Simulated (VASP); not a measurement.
# CdSe (I-4m2) in VASP: a series of runs

CdSe is run at these levels: PBE; tasks: single point.

Program: VASP 6.6.1. These are calculated values, not measurements. Logs are shortened: lines on timing, memory, paths and dates and some standing lists are left out, and cuts for length are marked.

**1. The cell of the first run**

Symmetry: I-4m2, No. 119, tetragonal system. The conventional cell has a = 4.382 Å, b = 4.382 Å, c = 5.267 Å, α = 90.00°, β = 90.00°, γ = 90.00°. Cd (site symmetry -4m2) has 4 Se at 2.56 Å within 3.4 Å. Within 3.4 Å of Se (site symmetry -4m2) lie 4 Cd at 2.56 Å.

**2. Single point, PBE (engineering shear strain xz +0.0000, normal strain along z -0.1500)**

INCAR

```
SYSTEM = CdSe
ALGO = Normal
EDIFF = 1E-7
ENCUT = 520
GGA = PE
ISIF = 2
ISMEAR = 0
LASPH = .TRUE.
LCHARG = .TRUE.
LELF = .TRUE.
LREAL = .FALSE.
LVHAR = .TRUE.
LWAVE = .FALSE.
NBANDS = 16
NELM = 80
PREC = Accurate
SIGMA = 0.05
```

KPOINTS

```
k-points
0
G
  10 10 10
  0 0 0
```

POSCAR

```
CdSe
1.0
    0.0000000000      2.6336524725      3.0984146735
    3.0984146735      0.0000000000      3.0984146735
    3.0984146735      2.6336524725      0.0000000000
Cd Se
1 1
Direct
    0.0000000000      0.0000000000      0.0000000000
    0.7500000000      0.7500000000      0.7500000000
```

Potentials or basis: VASP PAW PBE potentials, release 64 (Cd, Se).

Launch:

```sh
$ cat potpaw_PBE.64/Cd/POTCAR potpaw_PBE.64/Se/POTCAR > POTCAR
$ mpirun -np 1 vasp_std > vasp.out
```

OUTCAR:

```text
SYSTEM = CdSe
   EDIFF = 1E-7
   ENCUT = 520
   GGA = PE
   ISIF = 2
   ISMEAR = 0
   LASPH = .TRUE.
   LREAL = .FALSE.
   NELM = 80
   PREC = Accurate

 ion  position               nearest neighbor table
   1  0.000  0.000  0.000-   2 2.56   2 2.56   2 2.56   2 2.56
   2  0.750  0.750  0.750-   1 2.56   1 2.56   1 2.56   1 2.56

  LATTYP: Found a body centered tetragonal cell.
 ALAT       =     4.3818200531
 C/A-ratio  =     1.2020815280

  Lattice vectors:

 A1 = (   0.0000000000,  -2.6336524725,   3.0984146735)
 A2 = (   0.0000000000,  -2.6336524725,  -3.0984146735)
 A3 = (   3.0984146735,   2.6336524725,   0.0000000000)

Analysis of symmetry for initial positions (statically):
=====================================================================
 Subroutine PRICEL returns:
 Original cell was already a primitive cell.

 Routine SETGRP: Setting up the symmetry group for a
 body centered tetragonal supercell.

 Subroutine GETGRP returns: Found  8 space group operations
 (whereof  8 operations were pure point group operations)
 out of a pool of 16 trial point group operations.

The static configuration has the point symmetry D_2d.

Analysis of symmetry for dynamics (positions and initial velocities):
=====================================================================
 Subroutine PRICEL returns:
 Original cell was already a primitive cell.

 Routine SETGRP: Setting up the symmetry group for a
 body centered tetragonal supercell.

 Subroutine GETGRP returns: Found  8 space group operations
 (whereof  8 operations were pure point group operations)
 out of a pool of 16 trial point group operations.

The dynamic configuration has the point symmetry D_2d.

 Subroutine INISYM returns: Found  8 space group operations
 (whereof  8 operations are pure point group operations),
 and found     1 'primitive' translations

----------------------------------------------------------------------------------------

                                     Primitive cell

  volume of cell :      50.5670

  direct lattice vectors                    reciprocal lattice vectors
     0.000000000  2.633652473  3.098414674    -0.161372848  0.189850409  0.161372848
     3.098414674  0.000000000  3.098414674     0.161372848 -0.189850409  0.161372848
     3.098414674  2.633652473  0.000000000     0.161372848  0.189850409 -0.161372848

  length of vectors
     4.066484825  4.381820053  4.066484825     0.296859512  0.296859512  0.296859512

  position of ions in fractional coordinates (direct lattice)
     0.000000000  0.000000000  0.000000000
     0.750000000  0.750000000  0.750000000

  ion indices of the primitive-cell ions
   primitive index   ion index
                 1           1
                 2           2

----------------------------------------------------------------------------------------

 KPOINTS: k-points

Automatic generation of k-mesh.
 Grid dimensions read from file:
 generate k-points for:   10   10   10

 Generating k-lattice:

  Cartesian coordinates                     Fractional coordinates (reciprocal lattice)
    -0.016137285  0.018985041  0.016137285     0.100000000  0.000000000 -0.000000000
     0.016137285 -0.018985041  0.016137285     0.000000000  0.100000000  0.000000000
     0.016137285  0.018985041 -0.016137285    -0.000000000  0.000000000  0.100000000

  Length of vectors
     0.029685951  0.029685951  0.029685951

  Shift w.r.t. Gamma in fractional coordinates (k-lattice)
     0.000000000  0.000000000  0.000000000

 Subroutine IBZKPT returns following result:
 ===========================================

 Found    102 irreducible k-points:

 Following reciprocal coordinates:
            Coordinates               Weight
  0.000000  0.000000  0.000000      1.000000
  0.100000  0.000000  0.000000      8.000000
  0.200000  0.000000  0.000000      8.000000
  0.300000  0.000000  0.000000      8.000000
  0.400000  0.000000  0.000000      8.000000
  0.500000  0.000000  0.000000      4.000000
[... 16 lines left out ...]
  0.300000  0.300000  0.000000      4.000000
  0.400000  0.300000  0.000000     16.000000
 [... further k-points ...]
   k-points           NKPTS =    102   k-points in BZ     NKDIM =    102   number of bands    NBANDS=     16
   number of dos      NEDOS =    301   number of ions     NIONS =      2
   total plane-waves  NPLWV =  32400
   dimension x,y,z NGX =    30 NGY =   36 NGZ =   30
   dimension x,y,z NGXF=    60 NGYF=   72 NGZF=   60
   ions per type =               1   1
   NGX,Y,Z   is equivalent  to a cutoff of  12.26, 13.66, 12.26 a.u.
   NGXF,Y,Z  is equivalent  to a cutoff of  24.53, 27.32, 24.53 a.u.
 SYSTEM =  CdSe
   PREC   = accura    normal or accurate (medium, high low for compatibility)
   ISTART =      0    job   : 0-new  1-cont  2-samecut
   ICHARG =      2    charge: 1-file 2-atom 10-const
   ISPIN  =      1    spin polarized calculation?
   LNONCOLLINEAR =      F non collinear calculations
   LSORBIT =      F    spin-orbit coupling
   LASPH  =      T    aspherical Exc in radial PAW
   ENCUT  =  520.0 eV  38.22 Ry    6.18 a.u.   7.56  8.15  7.56*2*pi/ulx,y,z
   NELM   =     80;   NELMIN=  2; NELMDL= -5     # of ELM steps
   EDIFF  = 0.1E-06   stopping-criterion for ELM
   LREAL  =      F    real-space projection
   EDIFFG = 0.1E-05   stopping-criterion for IOM
   NSW    =      0    number of steps for IOM
   IBRION =     -1    ionic relax: 0-MD 1-quasi-New 2-CG
   NFREE  =      0    steps in history (QN), initial steepest desc. (CG)
   ISIF   =      2    stress and relaxation
   ISYM   =      2    0-nonsym 1-usesym 2-fastsym
   POTIM  = 0.5000    time-step for ionic-motion
   TEBEG  =    0.0;   TEEND  =   0.0 temperature during run
   PSTRESS=    0.0 pullay stress
   NELECT =      18.0000    total number of electrons
   NUPDOWN=      -1.0000    fix difference up-down
   EMIN   =  10.00;   EMAX   =-10.00  energy-range for DOS
   EFERMI =   0.00;   METHOD = LEGACY
   ISMEAR =     0;   SIGMA  =   0.05  broadening in eV -4-tet -1-fermi 0-gaus
   EFERMI_NEDOS =   21; number of points for ismear=-14 and -15
   IALGO  =     38    algorithm
   IMIX   =      4    mixing-type and parameters
     AMIX     =   0.40;   BMIX     =  1.00
     AMIX_MAG =   1.60;   BMIX_MAG =  1.00
  volume/ion in A,a.u.               =      25.28       170.62
  Fermi-wavevector in a.u.,A,eV,Ry     =   1.160227  2.192512 18.315181  1.346128
  Thomas-Fermi vector in A             =   2.296812
   LORBIT       =      0    0 simple, 1 ext, 2 COOP (PROOUT), +10 PAW based schemes
   GGA     = PE    functional components
   LHFCALC =     F    Hartree Fock is set to
   AEXX    =    0.0000 exact exchange contribution
   IVDW    =     0    specifies the selected vdW correction
   LEPSILON=     F    determine dielectric tensor
   LRPA    =     F    only Hartree local field effects (RPA)
 non-spin polarized calculation
 Gauss-broadening in eV      SIGMA  =   0.05
  energy-cutoff  :      520.00
  volume of cell :       50.57
 maximum number of plane-waves:      1381
   NGX = 15   NGY = 17   NGZ = 15

 number of electron      18.0000001 magnetization

 Free energy of the ion-electron system (eV)
  ---------------------------------------------------
  ext. energy  EPLUGINS =         0.00000000
  ---------------------------------------------------
  free energy    TOTEN  =        -5.22182642 eV

  energy without entropy =       -5.22182642  energy(sigma->0) =       -5.22182642

 E-fermi :   2.3234     XC(G=0):  -9.4082

 val. band max:        2.0605989043   @ k =   0.0000   0.0000   0.0000
 cond. band min:       2.6073755133   @ k =   0.0000   0.0000   0.0000
 fundamental gap:      0.5467766090
 Fermi energy:         2.3233694268

 k-point     1 :       0.0000    0.0000    0.0000
  band No.  band energies     occupation
      1     -11.3625      2.00000
      2      -6.4963      2.00000
      3      -6.4963      2.00000
      4      -6.4344      2.00000
      5      -6.0507      2.00000
      6      -5.9745      2.00000
[... 8 lines left out ...]
     15      12.0563      0.00000
     16      13.2098      0.00000

 k-point     2 :       0.1000    0.0000    0.0000
  band No.  band energies     occupation
      1     -11.3164      2.00000
      2      -6.4837      2.00000
      3      -6.4755      2.00000
      4      -6.4133      2.00000
      5      -6.0475      2.00000
      6      -5.9772      2.00000
[... 8 lines left out ...]
     15      12.0904      0.00000
     16      12.8959      0.00000

 k-point     3 :       0.2000    0.0000    0.0000
  band No.  band energies     occupation
      1     -11.1941      2.00000
      2      -6.4550      2.00000
      3      -6.4227      2.00000
      4      -6.3321      2.00000
      5      -6.0335      2.00000
      6      -5.9813      2.00000
[... 8 lines left out ...]
     15      11.5936      0.00000
     16      13.7213      0.00000

 k-point     4 :       0.3000    0.0000    0.0000
  band No.  band energies     occupation
      1     -11.0403      2.00000
      2      -6.4294      2.00000
      3      -6.3692      2.00000
      4      -6.1584      2.00000
      5      -6.0029      2.00000
      6      -5.9669      2.00000
[... 8 lines left out ...]
     15      12.3952      0.00000
     16      13.3844      0.00000
[... 324 lines left out ...]
 k-point    22 :      -0.2000    0.2000    0.0000
  band No.  band energies     occupation
      1     -10.9817      2.00000
      2      -6.4193      2.00000
      3      -6.3307      2.00000
      4      -6.1675      2.00000
      5      -6.0160      2.00000
      6      -5.8822      2.00000
[... 8 lines left out ...]
     15      13.6999      0.00000
     16      14.0733      0.00000

 k-point    23 :       0.3000    0.3000    0.0000
  band No.  band energies     occupation
      1     -10.9607      2.00000
      2      -6.3420      2.00000
      3      -6.2865      2.00000
      4      -6.2029      2.00000
      5      -6.0498      2.00000
      6      -5.9388      2.00000
[... 8 lines left out ...]
     15      13.2102      0.00000
     16      16.3805      0.00000

 k-point    24 :       0.4000    0.3000    0.0000
  band No.  band energies     occupation
      1     -10.8633      2.00000
      2      -6.3312      2.00000
      3      -6.2264      2.00000
      4      -6.1502      2.00000
      5      -6.0010      2.00000
      6      -5.8653      2.00000
[... 8 lines left out ...]
     15      13.5548      0.00000
     16      15.5318      0.00000

 [... further k-points ...]
[... 5 lines left out ...]
  --------------------------------------------------------------------------------------
  -------------------------------------------------------------------------------------
  Total        3.1829118      3.2169693      3.1829118      0.0000000     -0.0000000      0.0000000
  in kB      100.8480815    101.9271675    100.8480815      0.0000000     -0.0000000      0.0000000
  external PRESSURE =     101.2077768 kB  Pullay stress =       0.0000000 kB

 VOLUME and BASIS-vectors are now :
 -----------------------------------------------------------------------------
  energy-cutoff  :      520.00
  volume of cell :       50.57
      direct lattice vectors                 reciprocal lattice vectors
     0.000000000  2.633652473  3.098414674    -0.161372848  0.189850409  0.161372848
     3.098414674  0.000000000  3.098414674     0.161372848 -0.189850409  0.161372848
     3.098414674  2.633652473  0.000000000     0.161372848  0.189850409 -0.161372848

 POSITION                                       TOTAL-FORCE (eV/Angst)
 -----------------------------------------------------------------------------------
      0.00000      0.00000      0.00000        -0.000000     -0.000000     -0.000000
      4.64762      3.95048      4.64762         0.000000      0.000000      0.000000
 -----------------------------------------------------------------------------------
    total drift:                                0.000001      0.000000      0.000001

  FREE ENERGIE OF THE ION-ELECTRON SYSTEM (eV)
  ---------------------------------------------------
  free  energy   TOTEN  =        -5.2218264194 eV

  energy  without entropy=       -5.2218264194  energy(sigma->0) =       -5.22182642
```

It took 3 min on 1 thread of Intel Xeon 8259CL, shared host; peak memory 0.24 GiB.

Results:

```
Free energy            : -5.2218 eV
Pressure               : 10.1 GPa
Band gap on the k mesh : 0.55 eV
```

Caveat: the cell differs from its parent crystal (engineering shear strain xz +0.0000, normal strain along z -0.1500); the cell stands under pressure; semilocal functionals underestimate gaps, and a narrow one can read as zero.

**3. Single point, PBE (engineering shear strain xz +0.0000, normal strain along z -0.1000)**

INCAR

```
PREC = Accurate
ENCUT = 520
EDIFF = 1E-6
ISMEAR = 0
SIGMA = 0.05
LREAL = F
LASPH = T
NELM = 80
ALGO = Normal
ISIF = 2
LWAVE = F
LCHARG = F
GGA = PE
NBANDS = 16
```

KPOINTS

```
regular mesh
0
Gamma
  10 10 10
```

POSCAR

```
CdSe
1.0
    0.0000000000      2.7885732062      3.0984146735
    3.0984146735      0.0000000000      3.0984146735
    3.0984146735      2.7885732062      0.0000000000
Cd Se
1 1
Direct
    0.0000000000      0.0000000000      0.0000000000
    0.7500000000      0.7500000000      0.7500000000
```

Potentials or basis: VASP PAW PBE potentials, release 64 (Cd, Se).

Launch:

```sh
$ cat potpaw_PBE.64/Cd/POTCAR potpaw_PBE.64/Se/POTCAR > POTCAR
$ mpirun -np 1 vasp_std > vasp.out
```

It took 2.3 min on 1 thread of Intel Xeon 8259CL, shared host; peak memory 0.24 GiB.

The run converged. Its results:

| Property | Result |
| --- | --- |
| Free energy | -5.3771 eV |
| Pressure | 6.1 GPa |
| Band gap on the k mesh | 0.51 eV |

Stress tensor (GPa, compression positive):
```
5.83 0.00 0.00
0.00 6.60 0.00
0.00 0.00 5.83
```

Levels at points of the mesh, in eV from the valence-band top:
| k point | band 7 | band 8 | band 9 | band 10 | band 11 | band 12 |
| --- | --- | --- | --- | --- | --- | --- |
| (0.00, 0.00, 0.00) | -0.28 | -0.28 | 0.00 | 0.51 | 5.83 | 5.83 |
| (0.50, 0.00, 0.00) | -4.82 | -1.21 | -0.77 | 2.19 | 5.92 | 6.79 |
| (0.50, 0.50, 0.00) | -4.65 | -2.09 | -1.91 | 3.01 | 3.96 | 8.80 |
| (0.50, 0.00, 0.50) | -4.04 | -2.48 | -2.48 | 2.67 | 3.01 | 9.84 |

Caveat: the cell differs from its parent crystal (engineering shear strain xz +0.0000, normal strain along z -0.1000); the cell stands under pressure; semilocal functionals underestimate gaps, and a narrow one can read as zero.
